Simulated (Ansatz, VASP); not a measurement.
One calculation of Ru19Pt, two programs

```xyz
20
Lattice="5.4395 0.0000 0.0000 -2.7198 4.7107 0.0000 0.0000 0.0000 20.5940" Properties=species:S:1:pos:R:3 pbc="T T T"
Ru    0.0000    1.5702    6.0425
Ru   -1.3433    3.9352    6.0464
Ru    2.7198    1.5511    6.0464
Ru    1.3433    3.9352    6.0464
Ru    1.3635    0.7830    8.0957
Ru    0.0000    3.1447    8.0957
Ru    4.0760    0.7830    8.0957
Ru    2.7198    3.1405    8.1412
Ru   -1.3539    3.9291   10.2970
Ru    2.7198    1.5633   10.2970
Ru    1.3539    3.9291   10.2970
Ru    1.3635    0.7830   12.4983
Ru    0.0000    3.1447   12.4983
Ru    4.0760    0.7830   12.4983
Ru    2.7198    3.1405   12.4528
Ru    0.0000    1.5702   14.5515
Ru   -1.3433    3.9352   14.5476
Ru    2.7198    1.5511   14.5476
Ru    1.3433    3.9352   14.5476
Pt    0.0000    1.5702   10.2970
```

Alike in both runs: task single point; functional PBE; dispersion D3(BJ); k mesh 9 × 9 × 1; occupations methfessel-paxton of order 1, width 0.1 eV; no spin polarisation.

```csv
,VASP,Ansatz
version,VASP 6.6.1,Ansatz 0.2.0
potentials or method,"VASP PAW PBE potentials, release 64 (Ru_pv, Pt), cutoff 400 eV","scalar-relativistic, plane waves, PAW"
valence electrons in the cell,276,322
```

```tsv
	VASP	Ansatz	Ansatz less VASP
gap on the k mesh at the Fermi level (eV)	none	none	-
rms of the force components (eV/Å)	0.068	0.070	+0.0016
```

A gap of «none» marks a metal or a gap that the smearing closes. VASP's potentials hold 276 valence electrons a cell and Ansatz's 322, so a difference there can come from the potentials and not from the codes. Ansatz's warnings: vacuum density over bound, xc potential rough in thin density.

Spin-orbit coupling is off throughout.
